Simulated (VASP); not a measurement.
A run of VASP 6.6.1 is set up as follows.

INCAR

```
SYSTEM = P
  PREC = Accurate
  ENCUT = 600
  EDIFF = 1E-6
  ISMEAR = -1
  SIGMA = 0.08
  LREAL = .False.
  LASPH = .True.
  NELM = 80
  ALGO = Normal
  ISIF = 3
  LWAVE = .False.
  LCHARG = .False.
  GGA = PE
  IBRION = 2
  NSW = 32
  EDIFFG = -0.005
  PSTRESS = 4500.0
```

KPOINTS

```
Automatic mesh
0
Gamma
  22 22 22
  0 0 0
```

The input POSCAR:

```
P
1.0
    0.0000000000      1.4455212191      1.4455212191
    1.4455212191      0.0000000000      1.4455212191
    1.4455212191      1.4455212191      0.0000000000
P
1
Direct
    0.0000000000      0.0000000000      0.0000000000
```

Potentials or basis: VASP PAW PBE potentials, release 64 (P).

The run is started by

```console
$ cat potpaw_PBE.64/P/POTCAR > POTCAR
$ mpirun -np 1 vasp_std > vasp.out
```

**Question.** Predict the relaxed cell.

**Answer.** a = 2.040 Å, b = 2.040 Å, c = 2.040 Å, α = 60.00°, β = 60.00°, γ = 60.00°.

**Question.** What does it give for the space group after relaxing (to 0.05 Å)?

**Answer.** Fm-3m (No. 225).

**Question.** Estimate the relaxed volume.

**Answer.** 6.01 Å³/atom.

Step by step:
| step | energy change (eV) | largest force (eV/Å) | pressure (GPa) | volume (Å³) |
| --- | --- | --- | --- | --- |
| 1 | 0.0000 | 0.0000 | 441.76 | 6.04 |
| 2 | 0.7920 | 0.0000 | 508.32 | 5.77 |
| 3 | 0.0959 | 0.0000 | 449.83 | 6.01 |
| 4 | 0.0979 | 0.0000 | 449.99 | 6.01 |

Caveat: the cell is relaxed towards a set pressure, so the enthalpy falls and the energy may rise.
